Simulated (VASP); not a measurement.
The system is Si2Ge2Ir.

```
Si Ge Ir
1.0
    -2.27620    2.27620    4.24011
     2.27620   -2.27620    4.24011
     2.27620    2.27620   -4.24011
Si Ge Ir
2 2 1
Cartesian
  0.0000 2.2762 2.1201
  2.2762 0.0000 2.1201
  0.0000 2.2762 0.0000
  2.2762 0.0000 0.0000
  0.0000 0.0000 4.2401
```

The cell was generated, and may not be a known phase.

* Program: VASP 6.6.1
* Task: relaxation of cell and atoms
* Functional: PBE
* Potentials or basis: VASP PAW PBE potentials, release 64 (Si, Ge_d, Ir)
* Cutoff: 500 eV
* k mesh: 5 × 5 × 5
* Occupations: gaussian, width 0.2 eV
* Spin: no spin polarisation

At the start: pressure 38.1 GPa; volume 17.57 Å³/atom.

Q: Where does the relaxation end?

A: Over 7 steps the energy falls by 691.2 meV/atom and the volume is 23.12 Å³/atom (+31.6 %); space group I4/mmm (No. 139, to 0.1 Å) before and after.

Step by step:
```csv
step,energy change (eV),largest force (eV/Å),pressure (GPa),volume (Å³)
1,0.0000,0.0000,38.08,87.87
2,-1.7922,0.0000,-11.39,151.02
3,-3.2755,0.0000,-2.14,117.93
4,-3.2767,0.0000,-1.76,117.28
5,-3.4392,0.0000,0.31,114.20
6,-3.4473,0.0000,1.19,113.32
7,-3.4558,0.0000,-0.31,115.62
```

Final structure:
```
CELL_PARAMETERS angstrom
-2.35246 2.35246 5.22326
2.35246 -2.35246 5.22326
2.35246 2.35246 -5.22326
ATOMIC_POSITIONS crystal
Si 0.75000 0.25000 0.50000
Si 0.25000 0.75000 0.50000
Ge 0.50000 0.00000 0.50000
Ge 0.00000 0.50000 0.50000
Ir 0.50000 0.50000 0.00000
```

Caveat: the volume moved by over 15 % at a fixed basis, so the end points are rough.
